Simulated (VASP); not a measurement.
Crystal: SiC.

```xyz
2
Lattice="0.0000 2.1781 2.1781 2.1430 0.0000 2.1781 2.1430 2.1781 0.0000" Properties=species:S:1:pos:R:3 pbc="T T T"
Si    0.0000    0.0000    0.0000
C     1.0715    1.0890    1.0890
```

This cell differs from its parent crystal: uniaxial x strain -1.6%.

Base run:

```yaml
Program: VASP 6.6.1
Functional: r2SCAN
Potentials_or_basis: VASP PAW PBE potentials, release 64 (Si, C)
Cutoff: 520 eV
k_mesh: 10 × 10 × 10
Occupations: gaussian, width 0.01 eV
Spin: no spin polarisation
```

Its results: band gap on the k mesh 1.54 eV, indirect (least direct gap 5.06 eV); pressure 3.6 GPa.

**Question.** The run is repeated on the same cell with these changes: functional from r2SCAN to PBE; occupations from gaussian, width 0.01 eV to fermi-dirac, width 0.02 eV. What comes out?

**Answer.** Band gap on the k mesh 1.17 eV, indirect (least direct gap 4.54 eV); pressure 7.3 GPa.

Caveats: the PAW data sets were made with another functional, which shifts forces and pressure a little (some runs).

A k mesh can miss the band edges.
